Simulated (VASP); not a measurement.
A run of VASP 6.6.1:

The input INCAR:

```
  ALGO = Fast
  EDIFF = 1E-7
  ENCUT = 520
  GGA = PS
  ISIF = 2
  ISMEAR = 0
  LASPH = True
  LCHARG = True
  LELF = True
  LREAL = False
  LVHAR = True
  LWAVE = False
  NBANDS = 30
  NELM = 60
  PREC = Accurate
  SIGMA = 0.1
```

KPOINTS

```
k-points
0
Gamma
  14 14 14
```

POSCAR

```
CuAu3
1.0
    3.8947667138      0.0000000000      0.0000000000
    0.0000000000      3.8947667138      0.0000000000
    0.0000000000      0.0000000000      4.0952546959
Cu Au
1 3
Direct
    0.0000000000      0.0000000000      0.0000000000
    0.0000000000      0.5000000000      0.5000000000
    0.5000000000      0.0000000000      0.5000000000
    0.5000000000      0.5000000000      0.0000000000
```

Potentials or basis: VASP PAW PBE potentials, release 64 (Cu, Au).

Run with:

```bash
$ cat potpaw_PBE.64/Cu/POTCAR potpaw_PBE.64/Au/POTCAR > POTCAR
$ mpirun -np 1 vasp_std > vasp.out
```

Hardware: 1 thread of Oxide Virtual Turin-like Processor, on a shared host.

**Question.** Estimate the wall time of this run.

**Answer.** Wall time 12 min on 1 thread of Oxide Virtual Turin-like Processor, on a shared host, peak memory 0.5 GiB. Counts: scf iterations 21, k points 288.
